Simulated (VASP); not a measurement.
## Cs3LiCd: single point with PBE

Cs3LiCd:

```
Cs Li Cd
1.0
     5.86386    0.00000    0.00000
     0.00000    5.86386    0.00000
     0.00000    0.00000    5.86386
Cs Li Cd
3 1 1
Direct
  0.00000 0.50000 0.50000
  0.50000 0.00000 0.50000
  0.50000 0.50000 0.00000
  0.50000 0.50000 0.50000
  0.00000 0.00000 0.00000
```

The cell was generated, and may not be a known phase.

* Program: VASP 6.6.1
* Task: single point
* Functional: PBE
* Potentials or basis: VASP PAW PBE potentials, release 64 (Cs_sv, Li_sv, Cd)
* Cutoff: 520 eV
* k mesh: 4 × 4 × 4
* Occupations: gaussian, width 0.1 eV
* Spin: no spin polarisation
* Dipole correction: no
* Further INCAR settings: ALGO = Fast; EDIFF = 1e-07; NBANDS = 29

The band gap on the k mesh is zero (bands 21 and 22 overlap by 1.30 eV).

Levels at points of the mesh, in eV from the Fermi level:
```
           k point  band 19  band 20  band 21  band 22  band 23  band 24
(0.00, 0.00, 0.00)    -4.10    -1.55     0.69     0.69     0.79     0.79
(0.50, 0.00, 0.00)    -3.39    -1.17    -0.17     0.55     0.55     0.94
(0.50, 0.50, 0.00)    -3.26    -0.44    -0.44     0.12     0.53     0.53
(0.50, 0.50, 0.50)    -3.65    -0.61    -0.61    -0.61     0.95     0.95
```

Run time: 4.7 min on 1 thread of Intel Xeon 8259CL, with other jobs on the host, peak memory 0.35 GiB.

Caveat: spin-orbit coupling is left out, which moves the levels of the heavy elements.
